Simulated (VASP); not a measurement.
CuO (Tenorite):

```
Cu O
1.0
     2.32613   -1.69981    0.00000
     2.32613    1.69981    0.00000
    -0.84432    0.00000    5.02392
Cu O
2 2
Cartesian
  0.7409 -0.8499 2.5120
  1.1631 0.8499 0.0000
  1.6929 0.2774 3.7679
  2.1151 -0.2774 1.2560
```

Base run:

| Item | Value |
| --- | --- |
| Program | VASP 6.6.1 |
| Functional | BLYP |
| Potentials or basis | VASP PAW PBE potentials, release 64 (Cu, O) |
| Cutoff | 520 eV |
| k mesh | 10 × 10 × 5 |
| Occupations | fermi-dirac, width 0.05 eV |
| Spin | no spin polarisation |

Its results: band gap on the k mesh zero (band 17 reaches 6.60 eV, above the bottom of band 18 at 6.00 eV); pressure 17.7 GPa; largest force 0.106 eV/Å.

Problem. The run is repeated on the same cell with these changes: functional from BLYP to LDA; potentials or basis from VASP PAW PBE potentials, release 64 (Cu, O) to VASP PAW LDA potentials, release 64 (Cu, O). What comes out?

Solution. Band gap on the k mesh zero (band 17 reaches 5.94 eV, above the bottom of band 18 at 5.33 eV); pressure -5.3 GPa; largest force 0.363 eV/Å.

Caveats: semilocal functionals often make such compounds metallic where correlation or magnetic order opens a gap, which also shifts bond lengths; the PAW data sets were made with another functional, which shifts forces and pressure a little (some runs).
